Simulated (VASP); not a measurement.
PbSe: relaxation of cell and atoms with PBEsol

PbSe:

```xyz
4
Lattice="2.1549 -6.1339 0.0000 2.1549 6.1339 0.0000 0.0000 0.0000 4.4505" Properties=species:S:1:pos:R:3 pbc="T T T"
Pb    2.1549   -1.6164    3.3379
Pb    2.1549    1.6164    1.1126
Se    2.1549   -4.4323    3.3379
Se    2.1549    4.4323    1.1126
```

| Property | Result |
| --- | --- |
| Program | VASP 6.6.1 |
| Task | relaxation of cell and atoms |
| Functional | PBEsol |
| Potentials or basis | VASP PAW PBE potentials, release 64 (Pb_d, Se) |
| Cutoff | 600 eV |
| k mesh | 6 × 6 × 6 |
| Occupations | fermi-dirac, width 0.03 eV |
| Spin | no spin polarisation |
| Dipole correction | no |
| Further INCAR settings | ALGO = Normal; EDIFF = 1e-06; IBRION = 2; EDIFFG = -0.01; NSW = 100; ISIF = 3 |

```
Relaxed volume                        : 27.65 Å³/atom
Relaxed cell                          : a = 6.281 Å, b = 6.281 Å, c = 4.419 Å, α = 90.00°, β = 90.00°, γ = 140.62°
Space group after relaxing (to 0.1 Å) : Cmcm (No. 63)
Energy gained by relaxing             : 10.5 meV/atom
Ionic steps                           : 16
Pressure after relaxing               : 0.0 GPa
Largest force after relaxing          : 0.008 eV/Å
Band gap on the k mesh                : 0.89 eV (least direct gap 1.07 eV)
```

Forces on the atoms (eV/Å):
```
Pb   0.000 -0.008  0.000
Pb   0.000  0.008  0.000
Se   0.000 -0.003  0.000
Se   0.000  0.003  0.000
```

The path:
```csv
step,energy change (eV),largest force (eV/Å),pressure (GPa),volume (Å³)
1,0.0000,0.0564,-1.69,117.65
2,-0.0217,0.2042,0.53,112.44
3,-0.0234,0.1691,0.02,113.48
4,-0.0276,0.1179,0.00,113.10
5,-0.0315,0.0138,-0.01,112.28
6,-0.0346,0.0120,-0.04,112.04
7,-0.0404,0.0053,-0.08,111.31
8,-0.0349,0.0380,-0.02,109.82
9,-0.0413,0.0067,-0.07,110.94
10,-0.0414,0.0097,-0.08,110.88
11,-0.0417,0.0098,0.01,110.67
12,-0.0417,0.0135,0.07,110.54
13,-0.0417,0.0208,0.19,110.29
14,-0.0417,0.0165,0.14,110.44
15,-0.0419,0.0118,0.10,110.49
16,-0.0421,0.0083,0.02,110.59
```

Final structure:
```cif
data_structure
_symmetry_space_group_name_H-M 'P 1'
_symmetry_Int_Tables_number 1
_cell_length_a 6.2806
_cell_length_b 6.2806
_cell_length_c 4.4190
_cell_angle_alpha 90.000
_cell_angle_beta 90.000
_cell_angle_gamma 140.621
_cell_volume 110.59
loop_
_atom_site_label
_atom_site_type_symbol
_atom_site_fract_x
_atom_site_fract_y
_atom_site_fract_z
_atom_site_occupancy
Pb1 Pb 0.62760 0.37240 0.75000 1
Pb2 Pb 0.37240 0.62760 0.25000 1
Se1 Se 0.86633 0.13367 0.75000 1
Se2 Se 0.13367 0.86633 0.25000 1
```

Levels at points of the mesh, in eV from the valence-band top:
| k point | band 17 | band 18 | band 19 | band 20 | band 21 | band 22 | band 23 | band 24 |
| --- | --- | --- | --- | --- | --- | --- | --- | --- |
| (0.00, 0.00, 0.00) | -2.22 | -1.82 | -1.45 | -0.58 | 4.21 | 4.32 | 4.77 | 5.27 |
| (0.50, 0.00, 0.00) | -1.43 | -1.01 | -0.64 | -0.28 | 1.42 | 1.43 | 1.53 | 2.66 |
| (0.50, 0.50, 0.00) | -2.20 | -1.54 | -1.17 | -0.81 | 1.09 | 4.11 | 4.22 | 4.44 |
| (0.00, 0.00, 0.50) | -0.98 | -0.98 | 0.00 | 0.00 | 1.37 | 1.37 | 2.22 | 2.22 |
| (0.50, 0.00, 0.50) | -3.47 | -3.47 | -1.32 | -1.32 | 2.98 | 2.98 | 5.62 | 5.62 |
| (0.50, 0.50, 0.50) | -0.93 | -0.93 | -0.51 | -0.51 | 1.20 | 1.20 | 2.83 | 2.83 |

Wall time 19 min on 1 thread of AMD EPYC 9R45 96-Core Processor (Zen 5), on a shared host, peak memory 0.41 GiB.

Caveat: the PAW data sets were made with another functional, which shifts forces and pressure a little; spin-orbit coupling is left out, which moves the levels of the heavy elements. A k mesh can miss the band edges.
